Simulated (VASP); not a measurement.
# Si2Br (P6/mmm) in VASP: notebook

Si2Br is run at these levels: r2SCAN+D3(BJ), PBE; tasks: single point, relaxation of cell and atoms.

Program: VASP 6.6.1. These are calculated values, not measurements. Logs are shortened: lines on timing, memory, paths and dates and some standing lists are left out, and cuts for length are marked.

## 1. The cell of the first run

It takes space group P6/mmm (No. 191, hexagonal). Conventional cell: a = 3.992 Å, b = 3.992 Å, c = 4.954 Å, α = 90.00°, β = 90.00°, γ = 120.00°. Si (site symmetry -6m2) has 3 Si at 2.30 Å within 3.0 Å. Br (site symmetry 6/mmm) has 12 Si at 3.38 Å and 6 Br at 3.99 Å within 4.4 Å.

## 2. Single point, r2SCAN+D3(BJ)

Input file POSCAR:

```
Si2Br
1.0
    3.9916121698      0.0000000000      0.0000000000
   -1.9958060849      3.4568375411      0.0000000000
    0.0000000000      0.0000000000      4.9536769525
Si Br
2 1
Direct
    0.3333333333      0.6666666667      0.5000000000
    0.6666666667      0.3333333333      0.5000000000
    0.0000000000      0.0000000000      0.0000000000
```

Input file INCAR.step1:

```
ALGO = Normal ; EDIFF = 1E-4
ENCUT = 520 ; GGA = PE
ISMEAR = 0 ; LASPH = True
LCHARG = False ; LREAL = False
LWAVE = True ; NBANDS = 14
NELM = 80 ; PREC = Accurate
SIGMA = 0.1
```

Input file INCAR.step2:

```
ALGO = Normal ; EDIFF = 1E-6
ENCUT = 520 ; ISIF = 2
ISMEAR = 0 ; ISTART = 1
IVDW = 12 ; LASPH = True
LCHARG = False ; LMIXTAU = True
LREAL = False ; LWAVE = False
METAGGA = R2SCAN ; NBANDS = 14
NELM = 80 ; PREC = Accurate
SIGMA = 0.1 ; VDW_A1 = 0.49484001
VDW_A2 = 5.73083694 ; VDW_S6 = 1.0
VDW_S8 = 0.78981345
```

Input file KPOINTS:

```
k-points
0
Gamma
  12 12 10
```

Potentials or basis: VASP PAW PBE potentials, release 64 (Si, Br).

The run is started by

```bash
$ cat potpaw_PBE.64/Si/POTCAR potpaw_PBE.64/Br/POTCAR > POTCAR
$ cp INCAR.step1 INCAR
$ mpirun -np 1 vasp_std > vasp.out
$ cp INCAR.step2 INCAR
$ mpirun -np 1 vasp_std > vasp.out
```

OUTCAR:

```text
EDIFF = 1E-6
   ENCUT = 520
   ISIF = 2
   ISMEAR = 0
   ISTART = 1
   IVDW = 12
   LASPH = True
   LREAL = False
   METAGGA = R2SCAN
   NELM = 80
   PREC = Accurate
 IVDW          = 12

 ion  position               nearest neighbor table
   1  0.333  0.667  0.500-   2 2.30   2 2.30   2 2.30
   2  0.667  0.333  0.500-   1 2.30   1 2.30   1 2.30
   3  0.000  0.000  0.000-

  LATTYP: Found a hexagonal cell.
 ALAT       =     3.9916121698
 C/A-ratio  =     1.2410216078

  Lattice vectors:

 A1 = (   3.9916121698,   0.0000000000,   0.0000000000)
 A2 = (  -1.9958060849,   3.4568375411,   0.0000000000)
 A3 = (   0.0000000000,   0.0000000000,   4.9536769525)

Analysis of symmetry for initial positions (statically):
=====================================================================
 Subroutine PRICEL returns:
 Original cell was already a primitive cell.

 Routine SETGRP: Setting up the symmetry group for a
 hexagonal supercell.

 Subroutine GETGRP returns: Found 24 space group operations
 (whereof 24 operations were pure point group operations)
 out of a pool of 24 trial point group operations.

The static configuration has the point symmetry D_6h.

Analysis of symmetry for dynamics (positions and initial velocities):
=====================================================================
 Subroutine PRICEL returns:
 Original cell was already a primitive cell.

 Routine SETGRP: Setting up the symmetry group for a
 hexagonal supercell.

 Subroutine GETGRP returns: Found 24 space group operations
 (whereof 24 operations were pure point group operations)
 out of a pool of 24 trial point group operations.

The dynamic configuration has the point symmetry D_6h.

 Subroutine INISYM returns: Found 24 space group operations
 (whereof 24 operations are pure point group operations),
 and found     1 'primitive' translations

----------------------------------------------------------------------------------------

                                     Primitive cell

  volume of cell :      68.3526

  direct lattice vectors                    reciprocal lattice vectors
     3.991612170  0.000000000  0.000000000     0.250525341  0.144640873  0.000000000
    -1.995806085  3.456837541  0.000000000     0.000000000  0.289281746  0.000000000
     0.000000000  0.000000000  4.953676953     0.000000000  0.000000000  0.201870249

  length of vectors
     3.991612170  3.991612170  4.953676953     0.289281746  0.289281746  0.201870249

  position of ions in fractional coordinates (direct lattice)
     0.333333333  0.666666667  0.500000000
     0.666666667  0.333333333  0.500000000
     0.000000000  0.000000000  0.000000000

  ion indices of the primitive-cell ions
   primitive index   ion index
                 1           1
                 2           2
                 3           3

----------------------------------------------------------------------------------------

 KPOINTS: k-points

Automatic generation of k-mesh.
 Grid dimensions read from file:
 generate k-points for:   12   12   10

 Generating k-lattice:

  Cartesian coordinates                     Fractional coordinates (reciprocal lattice)
     0.020877112  0.012053406  0.000000000     0.083333333  0.000000000  0.000000000
     0.000000000  0.024106812  0.000000000     0.000000000  0.083333333  0.000000000
     0.000000000  0.000000000  0.020187025     0.000000000  0.000000000  0.100000000

  Length of vectors
     0.024106812  0.024106812  0.020187025

  Shift w.r.t. Gamma in fractional coordinates (k-lattice)
     0.000000000  0.000000000  0.000000000

 Subroutine IBZKPT returns following result:
 ===========================================

 Found    114 irreducible k-points:

 Following reciprocal coordinates:
            Coordinates               Weight
  0.000000  0.000000  0.000000      1.000000
  0.083333 -0.000000  0.000000      6.000000
  0.166667 -0.000000  0.000000      6.000000
  0.250000  0.000000  0.000000      6.000000
  0.333333 -0.000000  0.000000      6.000000
  0.416667  0.000000  0.000000      6.000000
[... 16 lines left out ...]
  0.250000  0.000000  0.100000     12.000000
  0.333333 -0.000000  0.100000     12.000000
 [... further k-points ...]
   k-points           NKPTS =    114   k-points in BZ     NKDIM =    114   number of bands    NBANDS=     14
   number of dos      NEDOS =    301   number of ions     NIONS =      3
   total plane-waves  NPLWV =  36000
   dimension x,y,z NGX =    30 NGY =   30 NGZ =   40
   dimension x,y,z NGXF=    60 NGYF=   60 NGZF=   80
   ions per type =               2   1
   NGX,Y,Z   is equivalent  to a cutoff of  12.49, 12.49, 13.42 a.u.
   NGXF,Y,Z  is equivalent  to a cutoff of  24.99, 24.99, 26.85 a.u.
 SYSTEM =  unknown system
   PREC   = accura    normal or accurate (medium, high low for compatibility)
   ISTART =      1    job   : 0-new  1-cont  2-samecut
   ICHARG =      0    charge: 1-file 2-atom 10-const
   ISPIN  =      1    spin polarized calculation?
   LNONCOLLINEAR =      F non collinear calculations
   LSORBIT =      F    spin-orbit coupling
   LASPH  =      T    aspherical Exc in radial PAW
   ENCUT  =  520.0 eV  38.22 Ry    6.18 a.u.   7.42  7.42  9.21*2*pi/ulx,y,z
   NELM   =     80;   NELMIN=  2; NELMDL=  0     # of ELM steps
   EDIFF  = 0.1E-05   stopping-criterion for ELM
   LREAL  =      F    real-space projection
   EDIFFG = 0.1E-04   stopping-criterion for IOM
   NSW    =      0    number of steps for IOM
   IBRION =     -1    ionic relax: 0-MD 1-quasi-New 2-CG
   NFREE  =      0    steps in history (QN), initial steepest desc. (CG)
   ISIF   =      2    stress and relaxation
   ISYM   =      2    0-nonsym 1-usesym 2-fastsym
   POTIM  = 0.5000    time-step for ionic-motion
   TEBEG  =    0.0;   TEEND  =   0.0 temperature during run
   PSTRESS=    0.0 pullay stress
   NELECT =      15.0000    total number of electrons
   NUPDOWN=      -1.0000    fix difference up-down
   EMIN   =  10.00;   EMAX   =-10.00  energy-range for DOS
   EFERMI =   0.00;   METHOD = LEGACY
   ISMEAR =     0;   SIGMA  =   0.10  broadening in eV -4-tet -1-fermi 0-gaus
   EFERMI_NEDOS =   21; number of points for ismear=-14 and -15
   IALGO  =     38    algorithm
   IMIX   =      4    mixing-type and parameters
     AMIX     =   0.40;   BMIX     =  1.00
     AMIX_MAG =   1.60;   BMIX_MAG =  1.00
  volume/ion in A,a.u.               =      22.78       153.76
  Fermi-wavevector in a.u.,A,eV,Ry     =   0.987462  1.866032 13.266777  0.975081
  Thomas-Fermi vector in A             =   2.118917
   LORBIT       =      0    0 simple, 1 ext, 2 COOP (PROOUT), +10 PAW based schemes
   METAGGA = R2SCAN    functional components
   LHFCALC =     F    Hartree Fock is set to
   AEXX    =    0.0000 exact exchange contribution
   IVDW    =    12    specifies the selected vdW correction
   LEPSILON=     F    determine dielectric tensor
   LRPA    =     F    only Hartree local field effects (RPA)
 non-spin polarized calculation
 Gauss-broadening in eV      SIGMA  =   0.10
  energy-cutoff  :      520.00
  volume of cell :       68.35
 maximum number of plane-waves:      1860
 NGX is ok and might be reduce to    30
   NGX = 15   NGY = 15   NGZ = 19

 number of electron      15.0000000 magnetization

 Free energy of the ion-electron system (eV)
  ---------------------------------------------------
  ext. energy  EPLUGINS =         0.00000000
  ---------------------------------------------------
  free energy    TOTEN  =       -29.78502131 eV

  energy without entropy =      -29.77638939  energy(sigma->0) =      -29.78070535

 E-fermi :   4.5489     XC(G=0):  -9.7081

 val. band max:        4.5186189015   @ k =   0.3333  -0.0000   0.5000
 cond. band min:       4.5713205346   @ k =   0.1667   0.0833   0.2000
 fundamental gap:      0.0527016331
 Fermi energy:         4.5489467620

 k-point     1 :       0.0000    0.0000    0.0000
  band No.  band energies     occupation
      1     -11.3383      2.00000
      2      -6.7728      2.00000
      3      -0.7821      2.00000
      4       2.1799      2.00000
      5       2.1799      2.00000
      6       2.2821      2.00000
      7       2.2821      2.00000
      8       5.2002      0.00000
      9       5.5056      0.00000
     10       7.6409      0.00000
     11       7.6409      0.00000
     12       8.7397      0.00000
     13      10.6581      0.00000
     14      13.2569      0.00000

 k-point     2 :       0.0833   -0.0000    0.0000
  band No.  band energies     occupation
      1     -11.3100      2.00000
      2      -6.7198      2.00000
      3      -0.7115      2.00000
      4       1.4247      2.00000
      5       1.7599      2.00000
      6       2.3150      2.00000
      7       2.6248      2.00000
      8       5.4167      0.00000
      9       5.7459      0.00000
     10       7.5387      0.00000
     11       7.8432      0.00000
     12       9.0386      0.00000
     13      10.0844      0.00000
     14      12.7921      0.00000

 k-point     3 :       0.1667   -0.0000    0.0000
  band No.  band energies     occupation
      1     -11.2311      2.00000
      2      -6.5620      2.00000
      3      -0.5035      2.00000
      4       0.2260      2.00000
      5       1.2934      2.00000
      6       2.0702      2.00000
      7       2.8777      2.00000
      8       5.1545      0.00000
      9       6.2001      0.00000
     10       7.9094      0.00000
     11       8.4433      0.00000
     12       9.0003      0.00000
     13       9.8061      0.00000
     14      12.1127      0.00000

 k-point     4 :       0.2500    0.0000    0.0000
  band No.  band energies     occupation
      1     -11.1197      2.00000
      2      -6.3041      2.00000
      3      -0.9825      2.00000
      4      -0.1713      2.00000
      5       0.8860      2.00000
      6       1.7518      2.00000
      7       2.9950      2.00000
      8       4.7264      0.01210
      9       5.8466      0.00000
     10       7.9938      0.00000
     11       9.1753      0.00000
     12       9.4078      0.00000
     13      10.7396      0.00000
     14      11.5415      0.00000

 k-point     5 :       0.3333   -0.0000    0.0000
  band No.  band energies     occupation
      1     -11.0037      2.00000
      2      -5.9627      2.00000
      3      -2.0548      2.00000
      4       0.2512      2.00000
      5       0.5753      2.00000
      6       1.4678      2.00000
      7       3.0242      2.00000
      8       4.1641      2.00000
      9       5.4011      0.00000
     10       7.2686      0.00000
     11      10.6249      0.00000
[... 276 lines left out ...]
 k-point    22 :       0.1667   -0.0000    0.1000
  band No.  band energies     occupation
      1     -11.2163      2.00000
      2      -6.6240      2.00000
      3      -0.4138      2.00000
      4       0.2862      2.00000
      5       1.3273      2.00000
      6       2.0550      2.00000
      7       2.8406      2.00000
      8       4.9396      0.00000
      9       6.2625      0.00000
     10       7.9270      0.00000
     11       8.3654      0.00000
     12       8.9036      0.00000
     13       9.9823      0.00000
     14      12.1700      0.00000

 k-point    23 :       0.2500    0.0000    0.1000
  band No.  band energies     occupation
      1     -11.1076      2.00000
      2      -6.3502      2.00000
      3      -1.0184      2.00000
      4      -0.0340      2.00000
      5       0.9238      2.00000
      6       1.7197      2.00000
      7       2.9339      2.00000
      8       4.5747      0.71549
      9       6.0122      0.00000
     10       7.8816      0.00000
     11       9.2006      0.00000
     12       9.3355      0.00000
     13      10.9168      0.00000
     14      11.6912      0.00000

 k-point    24 :       0.3333   -0.0000    0.1000
  band No.  band energies     occupation
      1     -10.9947      2.00000
      2      -5.9870      2.00000
      3      -2.0824      2.00000
      4       0.3045      2.00000
      5       0.6151      2.00000
      6       1.4083      2.00000
      7       2.9457      2.00000
      8       4.1722      2.00000
      9       5.5896      0.00000
     10       7.1247      0.00000
     11      10.5543      0.00000
     12      10.6578      0.00000
     13      11.3773      0.00000
     14      11.5500      0.00000

 [... further k-points ...]

------------------------ aborting loop because EDIFF is reached ----------------------------------------

 Edisp (eV)   -0.43428

 E8    (eV) :    -0.1348

  FORCE on cell =-STRESS in cart. coord.  units (eV):
  Direction    XX          YY          ZZ          XY          YZ          ZX
  --------------------------------------------------------------------------------------
  -------------------------------------------------------------------------------------
  Total      -0.55062    -0.55062     0.64193     0.00000    -0.00000     0.00000
  in kB     -12.90655   -12.90655    15.04682     0.00000    -0.00000     0.00000
  external pressure =       -3.59 kB  Pullay stress =        0.00 kB

 VOLUME and BASIS-vectors are now :
 -----------------------------------------------------------------------------
  energy-cutoff  :      520.00
  volume of cell :       68.35
      direct lattice vectors                 reciprocal lattice vectors
     3.991612170  0.000000000  0.000000000     0.250525341  0.144640873  0.000000000
    -1.995806085  3.456837541  0.000000000     0.000000000  0.289281746  0.000000000
     0.000000000  0.000000000  4.953676953     0.000000000  0.000000000  0.201870249

 POSITION                                       TOTAL-FORCE (eV/Angst)
 -----------------------------------------------------------------------------------
     -0.00000      2.30456      2.47684        -0.000000      0.000000      0.000000
      1.99581      1.15228      2.47684         0.000000      0.000000     -0.000000
      0.00000      0.00000      0.00000        -0.000000     -0.000000     -0.000000
 -----------------------------------------------------------------------------------
    total drift:                                0.000000     -0.000000      0.000000

  FREE ENERGIE OF THE ION-ELECTRON SYSTEM (eV)
  ---------------------------------------------------
  free  energy   TOTEN  =       -30.2193038582 eV

  energy  without entropy=      -30.2106719403  energy(sigma->0) =      -30.21498790
```

Wall time 2.6 min (1 thread of Intel Xeon 6975P-C (Granite Rapids), shared host); peak memory 0.26 GiB.

Results:

```yaml
Free_energy: -30.2193 eV
Pressure: -0.4 GPa
Band_gap_on_the_k_mesh: zero (an odd number of electrons rules out a gap without spin polarisation)
Dispersion_energy_per_atom: -0.145 eV
```

Stress tensor (GPa, compression positive):
```
-1.29  0.00  0.00
 0.00 -1.29  0.00
 0.00  0.00  1.50
```

Levels at points of the mesh, in eV from the Fermi level:
```tsv
k point	band 3	band 4	band 5	band 6	band 7	band 8	band 9	band 10	band 11	band 12
(0.00, 0.00, 0.00)	-5.33	-2.37	-2.37	-2.27	-2.27	0.65	0.96	3.09	3.09	4.19
(0.50, 0.00, 0.00)	-7.77	-4.23	-3.67	-3.34	-1.54	-1.21	0.43	2.18	6.24	6.82
(0.00, 0.00, 0.50)	-2.47	-2.40	-2.21	-2.21	-2.16	-2.16	0.80	2.20	2.20	5.46
(0.50, 0.00, 0.50)	-8.30	-5.04	-3.55	-2.93	-2.70	0.56	1.53	1.90	7.77	8.05
```

Caveat: three body term missing; the PAW data sets were made with another functional, which shifts forces and pressure a little; an odd number of electrons without spin polarisation forces a metal; a magnetic or distorted state may lie lower.

## 3. Single point, r2SCAN+D3(BJ)

This run uses another cell than the first one, of 23.01 Å³/atom.

Input file POSCAR:

```
Si2Br
1.0
    3.9640324301      0.0000000000      0.0000000000
   -1.9820162150      3.4329527859      0.0000000000
    0.0000000000      0.0000000000      5.0733142202
Si Br
2 1
Direct
    0.3333333333      0.6666666667      0.5000000000
    0.6666666667      0.3333333333      0.5000000000
    0.0000000000      0.0000000000      0.0000000000
```

Input file INCAR.step1:

```
SYSTEM = Si2Br
PREC = Accurate ; ENCUT = 520
ISMEAR = 0 ; SIGMA = 0.1
LREAL = .FALSE. ; LASPH = .TRUE.
NELM = 100 ; NBANDS = 14
GGA = PE ; ALGO = Normal
EDIFF = 1E-4 ; LWAVE = .TRUE.
LCHARG = .FALSE.
```

Input file INCAR.step2:

```
SYSTEM = Si2Br
PREC = Accurate ; ENCUT = 520
EDIFF = 1E-6 ; ISMEAR = 0
SIGMA = 0.1 ; LREAL = .FALSE.
LASPH = .TRUE. ; NELM = 100
ALGO = Normal ; ISIF = 2
LWAVE = .FALSE. ; LCHARG = .TRUE.
METAGGA = R2SCAN ; LMIXTAU = .TRUE.
IVDW = 12 ; VDW_S6 = 1.0
VDW_S8 = 0.78981345 ; VDW_A1 = 0.49484001
VDW_A2 = 5.73083694 ; LELF = .TRUE.
LVHAR = .TRUE. ; NBANDS = 14
ISTART = 1
```

Input file KPOINTS:

```
Automatic mesh
0
G
  12 12 10
  0 0 0
```

Potentials or basis: VASP PAW PBE potentials, release 64 (Si, Br).

The run is started by

```bash
$ cat potpaw_PBE.64/Si/POTCAR potpaw_PBE.64/Br/POTCAR > POTCAR
$ cp INCAR.step1 INCAR
$ mpirun -np 1 vasp_std > vasp.out
$ cp INCAR.step2 INCAR
$ mpirun -np 1 vasp_std > vasp.out
```

It took 2.5 min on 1 thread of Intel Xeon 6975P-C (Granite Rapids), shared host; peak memory 0.26 GiB.

Results (log left out):

| Property | Result |
| --- | --- |
| Free energy | -30.2318 eV |
| Pressure | -0.1 GPa |
| Band gap on the k mesh | zero (an odd number of electrons rules out a gap without spin polarisation) |
| Dispersion energy per atom | -0.146 eV |

Stress tensor (GPa, compression positive):
```
-0.20  0.00  0.00
 0.00 -0.20  0.00
 0.00  0.00  0.03
```

Levels at points of the mesh, in eV from the Fermi level:
| k point | band 3 | band 4 | band 5 | band 6 | band 7 | band 8 | band 9 | band 10 | band 11 | band 12 |
| --- | --- | --- | --- | --- | --- | --- | --- | --- | --- | --- |
| (0.00, 0.00, 0.00) | -5.24 | -2.21 | -2.21 | -2.08 | -2.08 | 0.93 | 0.93 | 3.07 | 3.07 | 4.44 |
| (0.50, 0.00, 0.00) | -7.78 | -4.06 | -3.51 | -3.26 | -1.48 | -1.19 | 0.52 | 2.22 | 6.34 | 6.92 |
| (0.00, 0.00, 0.50) | -2.42 | -2.42 | -2.16 | -2.16 | -1.90 | -1.90 | 1.05 | 2.31 | 2.31 | 5.74 |
| (0.50, 0.00, 0.50) | -8.25 | -4.81 | -3.51 | -2.76 | -2.44 | 0.68 | 1.40 | 1.82 | 7.63 | 7.97 |

Caveat: three body term missing; the PAW data sets were made with another functional, which shifts forces and pressure a little; an odd number of electrons without spin polarisation forces a metal; a magnetic or distorted state may lie lower.

[end of part 1 of 2]
